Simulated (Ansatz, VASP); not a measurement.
## One calculation of Ta, two programs

File INCAR:

```
SYSTEM = Ta
PREC     = Accurate       ! precision mode
ENCUT    = 520            ! plane-wave cutoff, eV
EDIFF    = 1E-6           ! SCF threshold, eV
ISMEAR   = 0              ! smearing method
SIGMA    = 0.15           ! smearing width, eV
LREAL    = .FALSE.        ! projectors in reciprocal space
LASPH    = .TRUE.         ! aspherical terms in the spheres
NELM     = 80             ! most SCF steps
ALGO     = Fast           ! electronic algorithm
ISIF     = 2              ! what is computed and relaxed
LWAVE    = .FALSE.        ! write WAVECAR
LCHARG   = .FALSE.        ! write CHGCAR
GGA      = PE             ! functional
NBANDS   = 18             ! bands
```

The input KPOINTS:

```
regular mesh
0
G
  22 22 14
  0 0 0
```

Contents of POSCAR:

```
Ta
1.0
   -1.6593948201      1.6593948201      1.6593948201
    1.6593948201     -1.6593948201      1.6593948201
    3.3187896402      3.3187896402      0.0000000000
Ta
2
Direct
    0.0426123291     -0.0426123291      0.0000000000
    0.4573876709      0.5426123291      0.5000000000
```

Input for Ansatz:

```yaml
crystal:
  lattice:
    - [-1.6593948201, 1.6593948201, 1.6593948201]
    - [1.6593948201, -1.6593948201, 1.6593948201]
    - [3.3187896402, 3.3187896402, 0.0]
  atoms:
    - { symbol: Ta, position: [0.0426123291, -0.0426123291, 0.0] }
    - { symbol: Ta, position: [0.4573876709, 0.5426123291, 0.5] }
basis:
  ecutwfc: 420
kpoints:
  mp_grid: { grid: [22, 22, 14] }
hamiltonian:
  xc: pbe
scf:
  occupations: { method: gaussian, width: 0.15 }
output:
  forces: true
  stress: true
  eigenvalues: true
```

Change from the starting cell: mode 4 (88.7 1/cm) frozen in, largest displacement -0.200 Å.

Alike in both runs: task single point; functional PBE; k mesh 22 × 22 × 14; occupations gaussian, width 0.15 eV; no spin polarisation.

|  | VASP | Ansatz |
| --- | --- | --- |
| version | VASP 6.6.1 | Ansatz 0.2.0 |
| potentials or method | VASP PAW PBE potentials, release 64 (Ta_pv), cutoff 520 eV | scalar-relativistic, plane waves, PAW |
| valence electrons in the cell | 22 | 26 |

```tsv
	VASP	Ansatz	Ansatz less VASP
gap on the k mesh at the Fermi level (eV)	none	none	-
pressure (GPa)	2.1	2.0	-0.09
traceless stress, the component that is largest in VASP (GPa)	0.90	0.89	-0.002
rms of the force components (eV/Å)	0.521	0.523	+0.0014
```

Atom by atom the forces differ by 0.001 eV/Å (rms over components). A gap of «none» marks a metal or a gap that the smearing closes. The functional is the same, so the differences come from potentials, cutoffs and numerics. VASP's potentials hold 22 valence electrons a cell and Ansatz's 26, so a difference there can come from the potentials and not from the codes.

Spin-orbit coupling is off throughout.
